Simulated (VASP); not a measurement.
# BiTe in VASP: a series of runs, part 3 of 3

VASP 6.6.1. The steps go on from the part before.

### Step 6. Electric field gradients, PBE (xy shear strain of -4 %)

INCAR

```
  PREC = Accurate
  ENCUT = 520
  EDIFF = 1E-8
  ISMEAR = -1
  SIGMA = 0.08
  LREAL = False
  LASPH = True
  NELM = 100
  ALGO = Normal
  ISIF = 2
  LWAVE = False
  LCHARG = False
  GGA = PE
  LEFG = True
  NBANDS = 18
```

KPOINTS

```
Automatic mesh
0
Gamma
  10 10 10
```

POSCAR

```
BiTe
1.0
   -0.0647000000      3.2350000000      3.2350000000
    3.2350000000     -0.0647000000      3.2350000000
    3.1703000000      3.1703000000      0.0000000000
Bi Te
1 1
Direct
    0.0000000000      0.0000000000      0.0000000000
    0.5000000000      0.5000000000      0.5000000000
```

Potentials or basis: VASP PAW PBE potentials, release 64 (Bi_d, Te).

Command:

```sh
$ cat potpaw_PBE.64/Bi_d/POTCAR potpaw_PBE.64/Te/POTCAR > POTCAR
$ mpirun -np 1 vasp_std > vasp.out
```

OUTCAR:

```text
PREC = Accurate
   ENCUT = 520
   EDIFF = 1E-8
   ISMEAR = -1
   LREAL = False
   LASPH = True
   NELM = 100
   ISIF = 2
   GGA = PE

 ion  position               nearest neighbor table
   1  0.000  0.000  0.000-   2 3.23   2 3.23   2 3.24   2 3.24   2 3.24   2 3.24
   2  0.500  0.500  0.500-   1 3.23   1 3.23   1 3.24   1 3.24   1 3.24   1 3.24

  LATTYP: Found a body centered orthorhombic cell.
 ALAT       =     4.4834812568
 B/A-ratio  =     1.0408163265
 C/A-ratio  =     1.4430750636

  Lattice vectors:

 A1 = (   0.0647000000,  -3.2350000000,  -3.2350000000)
[... 718 lines left out ...]
  free  energy   TOTEN  =        -7.1874312495 eV

  energy  without entropy=       -7.1571081702  energy(sigma->0) =       -7.17226971

 Electric field gradients (V/A^2)
---------------------------------------------------------------------
 ion       V_xx      V_yy      V_zz      V_xy      V_xz      V_yz
---------------------------------------------------------------------
   1       3.393     3.393    -6.786   -35.328    -0.000    -0.000
   2      -0.129    -0.129     0.258   -23.136    -0.000    -0.000
---------------------------------------------------------------------

 Electric field gradients after diagonalization (V/A^2)
 (convention: |V_zz| > |V_xx| > |V_yy|)
----------------------------------------------------------------------
 ion       V_xx      V_yy      V_zz     asymmetry (V_yy - V_xx)/ V_zz
----------------------------------------------------------------------
   1     -31.934    -6.786    38.721       0.649
   2      23.007     0.258   -23.265       0.978
----------------------------------------------------------------------

           NMR quadrupolar parameters

 Cq : quadrupolar parameter    Cq=e*Q*V_zz/h
 eta: asymmetry parameters     (V_yy - V_xx)/ V_zz
 Q  : nuclear electric quadrupole moment in mb (millibarn)
----------------------------------------------------------------------
 ion       Cq(MHz)       eta       Q (mb)
----------------------------------------------------------------------
   1       0.094       0.649       1.000
   2      -0.056       0.978       1.000
----------------------------------------------------------------------
```

OSZICAR:

```text
N       E                     dE             d eps       ncg     rms          rms(c)
DAV:   1     0.158704414561E+03    0.15870E+03   -0.98427E+03  6156   0.112E+03
DAV:   2     0.464562777126E+01   -0.15406E+03   -0.15010E+03  6604   0.304E+02
DAV:   3    -0.687287997540E+01   -0.11519E+02   -0.11369E+02  7626   0.882E+01
DAV:   4    -0.719728234736E+01   -0.32440E+00   -0.32368E+00  7462   0.158E+01
DAV:   5    -0.721136131560E+01   -0.14079E-01   -0.14078E-01  8544   0.314E+00    0.637E+00
DAV:   6    -0.718326085710E+01    0.28100E-01   -0.97993E-02  8770   0.189E+00    0.393E+00
DAV:   7    -0.718749735148E+01   -0.42365E-02   -0.27574E-02  6900   0.855E-01    0.579E-01
DAV:   8    -0.718729979315E+01    0.19756E-03   -0.43222E-03  7810   0.440E-01    0.118E-01
DAV:   9    -0.718743080343E+01   -0.13101E-03   -0.40686E-04  6990   0.121E-01    0.421E-02
DAV:  10    -0.718743122981E+01   -0.42638E-06   -0.14323E-05  8372   0.234E-02    0.286E-02
DAV:  11    -0.718743118491E+01    0.44897E-07   -0.76624E-06  6714   0.164E-02    0.747E-03
DAV:  12    -0.718743096144E+01    0.22348E-06   -0.97336E-07  7814   0.746E-03    0.328E-03
DAV:  13    -0.718743104919E+01   -0.87755E-07   -0.12633E-07  6956   0.251E-03    0.160E-03
DAV:  14    -0.718743123987E+01   -0.19067E-06   -0.74467E-09  5814   0.678E-04    0.886E-04
DAV:  15    -0.718743124947E+01   -0.96047E-08   -0.75019E-10  3500   0.229E-04
   1 F= -.71874312E+01 E0= -.71722697E+01  d E =-.303231E-01
```

stdout:

```text
POSCAR found type information on POSCAR BiTe
 POSCAR found :  2 types and       2 ions
 scaLAPACK will be used
 LDA part: xc-table for (Slater+PW92), standard interpolation
 POSCAR, INCAR and KPOINTS ok, starting setup
 FFT: planning ... GRIDC
 FFT: planning ... GRID_SOFT
 FFT: planning ... GRID
 WAVECAR not read
 entering main loop
ion   1

ion   2
```

Wall time 1.9 min (1 thread of Intel Xeon Platinum 8488C (Sapphire Rapids), shared host); peak memory 0.35 GiB.

What came out:

```yaml
Free_energy: -7.1874 eV
Pressure: 0.7 GPa
Band_gap_on_the_k_mesh: zero (an odd number of electrons rules out a gap without spin polarisation)
Largest_electric_field_gradient_by_atom: Bi +38.7; Te -23.3 V/Å²
```

Electric field gradients, principal values (V/Å²):
| atom | least | middle | greatest (by size) |
| --- | --- | --- | --- |
| 1 Bi | -6.786 | -31.934 | 38.721 |
| 2 Te | 0.258 | 23.007 | -23.265 |

Caveat: the cell differs from its parent crystal (xy shear strain of -4 %); without QUAD_EFG the Cq values of the log hold for a quadrupole moment of 1 mb, not for the nuclei; spin-orbit coupling is left out, which moves the levels of the heavy elements.

### Step 7. The runs side by side

```tsv
level	potentials or basis	cell	gap on the mesh (eV)	pressure (GPa)
LDA	VASP PAW LDA potentials, release 64 (Bi_d, Te)	a = 4.575 Å, angles 60.0°, 2 atoms	none	-2.7
PBEsol	VASP PAW PBE potentials, release 64 (Bi_d, Te)	a = 4.575 Å, angles 60.0°, 2 atoms	none	-1.7
r2SCAN	VASP PAW PBE potentials, release 64 (Bi_d, Te)	a = 4.575 Å, angles 60.0°, 2 atoms	none	0.0
PBE	VASP PAW PBE potentials, release 64 (Bi_d, Te)	a = 4.575, b = 4.575, c = 4.483 Å, angles 60.7, 60.7, 61.3°, 2 atoms	none	0.7
```

Alike in all rows: task electric field gradients; no spin polarisation; k mesh 10 × 10 × 10; cutoff (eV) 520; smearing fermi-dirac 0.08 eV.

Caveats: spin-orbit coupling is left out, which moves the levels of the heavy elements; the PAW data sets were made with another functional, which shifts forces and pressure a little (at least some runs).

Total energies depend on the potentials used, so only differences within one code and one set of settings carry meaning.
